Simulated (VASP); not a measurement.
# Sb2Se3 (Cmcm) in VASP: further runs, part 2 of 2

VASP 6.6.1. Earlier steps stand in the parts before.

## (3) Single point, PBE

This run uses another cell than the first one, of 26.02 Å³/atom.

INCAR reads:

```
  ALGO = Normal
  EDIFF = 1E-6
  ENCUT = 500
  GGA = PE
  GGA_COMPAT = F
  ISIF = 2
  ISMEAR = 0
  LASPH = T
  LCHARG = F
  LREAL = F
  LWAVE = F
  NBANDS = 39
  NELM = 120
  PREC = Accurate
  SIGMA = 0.15
```

KPOINTS reads:

```
k-points
0
Gamma
  3 3 2
```

POSCAR reads:

```
Sb2Se3
1.0
    1.9360952013     -7.1263365005      0.0000000000
    1.9360952013      7.1263365005      0.0000000000
    0.0000000000      0.0000000000      9.4304903314
Sb Se
4 6
Direct
    0.0000000000      0.0000000000      0.0000000000
    0.0000000000      0.0000000000      0.5000000000
    0.7465982261      0.2534017739      0.7500000000
    0.2534017739      0.7465982261      0.2500000000
    0.5493005285      0.4506994715      0.7500000000
    0.4506994715      0.5493005285      0.2500000000
    0.6586834090      0.3413165910      0.0525027344
    0.3413165910      0.6586834090      0.9474972656
    0.3413165910      0.6586834090      0.5525027344
    0.6586834090      0.3413165910      0.4474972656
```

Potentials or basis: VASP PAW PBE potentials, release 64 (Sb, Se).

Run with:

```
$ cat potpaw_PBE.64/Sb/POTCAR potpaw_PBE.64/Se/POTCAR > POTCAR
$ mpirun -np 1 vasp_std > vasp.out
```

OUTCAR:

```text
EDIFF = 1E-6
   ENCUT = 500
   GGA = PE
   ISIF = 2
   ISMEAR = 0
   LASPH = T
   LREAL = F
   NELM = 120
   PREC = Accurate

 ion  position               nearest neighbor table
   1  0.000  0.000  0.000-   7 3.02   8 3.02   7 3.02   8 3.02   5 3.13   6 3.13   6 3.13   5 3.13

   2  0.000  0.000  0.500-  10 3.02   9 3.02  10 3.02   9 3.02   5 3.13   6 3.13   6 3.13   5 3.13

   3  0.747  0.253  0.750-   5 2.81   9 3.01   8 3.01   8 3.01   9 3.01   7 3.12  10 3.12
   4  0.253  0.747  0.250-   6 2.81  10 3.01   7 3.01   7 3.01  10 3.01   8 3.12   9 3.12
   5  0.549  0.451  0.750-   3 2.81   2 3.13   1 3.13   1 3.13   2 3.13
   6  0.451  0.549  0.250-   4 2.81   2 3.13   1 3.13   1 3.13   2 3.13
   7  0.659  0.341  0.053-   4 3.01   4 3.01   1 3.02   1 3.02   3 3.12
   8  0.341  0.659  0.947-   3 3.01   3 3.01   1 3.02   1 3.02   4 3.12
   9  0.341  0.659  0.553-   3 3.01   3 3.01   2 3.02   2 3.02   4 3.12
  10  0.659  0.341  0.447-   4 3.01   4 3.01   2 3.02   2 3.02   3 3.12

  LATTYP: Found a base centered orthorhombic cell.
 ALAT       =     3.8721904026
 B/A-ratio  =     3.6807779368
 C/A-ratio  =     2.4354407586

  Lattice vectors:

 A1 = (   1.9360952013,  -7.1263365005,   0.0000000000)
 A2 = (   1.9360952013,   7.1263365005,   0.0000000000)
 A3 = (   0.0000000000,   0.0000000000,   9.4304903314)

Analysis of symmetry for initial positions (statically):
=====================================================================
 Subroutine PRICEL returns:
 Original cell was already a primitive cell.

 Routine SETGRP: Setting up the symmetry group for a
 base centered orthorhombic supercell.

 Subroutine GETGRP returns: Found  8 space group operations
 (whereof  4 operations were pure point group operations)
 out of a pool of  8 trial point group operations.

The static configuration has the point symmetry C_2h.
 The point group associated with its full space group is D_2h.

Analysis of symmetry for dynamics (positions and initial velocities):
[... 140 lines left out ...]
   LEPSILON=     F    determine dielectric tensor
   LRPA    =     F    only Hartree local field effects (RPA)
 non-spin polarized calculation
 Gauss-broadening in eV      SIGMA  =   0.15
  energy-cutoff  :      500.00
  volume of cell :      260.23
 maximum number of plane-waves:      6626
 NGX is ok and might be reduce to    54
   NGX = 27   NGY = 27   NGZ = 35

 number of electron      56.0000000 magnetization

 Free energy of the ion-electron system (eV)
  ---------------------------------------------------
  ext. energy  EPLUGINS =         0.00000000
  ---------------------------------------------------
  free energy    TOTEN  =       -37.16356144 eV

  energy without entropy =      -37.12853380  energy(sigma->0) =      -37.14604762

 E-fermi :   5.4611     XC(G=0):  -9.6668

 val. band max:        5.3955607406   @ k =   0.0000   0.0000   0.0000
 cond. band min:       5.5284791852   @ k =   0.3333  -0.0000   0.0000
 fundamental gap:      0.1329184447
 Fermi energy:         5.4610957373

 k-point     1 :       0.0000    0.0000    0.0000
  band No.  band energies     occupation
      1      -8.9277      2.00000
      2      -7.9360      2.00000
      3      -7.6619      2.00000
      4      -7.2535      2.00000
      5      -7.1203      2.00000
      6      -6.8202      2.00000
[... 325 lines left out ...]
     38       8.3903      0.00000
     39       8.5184      0.00000

------------------------ aborting loop because EDIFF is reached ----------------------------------------

  FORCE on cell =-STRESS in cart. coord.  units (eV):
  Direction    XX          YY          ZZ          XY          YZ          ZX
  --------------------------------------------------------------------------------------
  -------------------------------------------------------------------------------------
  Total       -0.4127958     -1.0081455      0.0591298      0.0000000      0.0000000      0.0000000
  in kB       -2.5414909     -6.2069252      0.3640488      0.0000000      0.0000000      0.0000000
  external PRESSURE =      -2.7947891 kB  Pullay stress =       0.0000000 kB

 VOLUME and BASIS-vectors are now :
 -----------------------------------------------------------------------------
  energy-cutoff  :      500.00
  volume of cell :      260.23
      direct lattice vectors                 reciprocal lattice vectors
     1.936095201 -7.126336500  0.000000000     0.258251763 -0.070162278  0.000000000
     1.936095201  7.126336500  0.000000000     0.258251763  0.070162278  0.000000000
     0.000000000  0.000000000  9.430490331     0.000000000  0.000000000  0.106039025

 POSITION                                       TOTAL-FORCE (eV/Angst)
 -----------------------------------------------------------------------------------
      0.00000      0.00000      0.00000         0.000000      0.000000      0.000000
      0.00000      0.00000      4.71525         0.000000      0.000000      0.000000
      1.93610     -3.51468      7.07287         0.000000     -0.022087      0.000000
      1.93610      3.51468      2.35762         0.000000      0.022087      0.000000
      1.93610     -0.70266      7.07287         0.000000     -0.033075      0.000000
      1.93610      0.70266      2.35762         0.000000      0.033075      0.000000
      1.93610     -2.26166      0.49513         0.000000      0.041030      0.059471
      1.93610      2.26166      8.93536         0.000000     -0.041030     -0.059471
      1.93610      2.26166      5.21037         0.000000     -0.041030      0.059471
      1.93610     -2.26166      4.22012         0.000000      0.041030     -0.059471
 -----------------------------------------------------------------------------------
    total drift:                                0.000000     -0.000000      0.000000

  FREE ENERGIE OF THE ION-ELECTRON SYSTEM (eV)
  ---------------------------------------------------
  free  energy   TOTEN  =       -37.1635614438 eV

  energy  without entropy=      -37.1285338048  energy(sigma->0) =      -37.14604762
```

Wall time 88 s (1 thread of Intel Xeon 6975P-C (Granite Rapids), shared host); peak memory 0.46 GiB.

Results:

| Property | Result |
| --- | --- |
| Free energy | -37.1636 eV |
| Pressure | -0.3 GPa |
| Largest force | 0.072 eV/Å |
| Band gap on the k mesh | 0.13 eV (least direct gap 0.23 eV) |

Forces in eV/Å, atoms in the order of the input:
```
Sb   0.000  0.000  0.000
Sb   0.000  0.000  0.000
Sb   0.000 -0.022  0.000
Sb   0.000  0.022  0.000
Se   0.000 -0.033  0.000
Se   0.000  0.033  0.000
Se   0.000  0.041  0.059
Se   0.000 -0.041 -0.059
Se   0.000 -0.041  0.059
Se   0.000  0.041 -0.059
```

Caveat: the k points lie up to 0.56 Å⁻¹ apart; spin-orbit coupling is left out, which moves the levels of the heavy elements; an odd mesh through Γ misses points on the zone boundary, where band edges can lie.
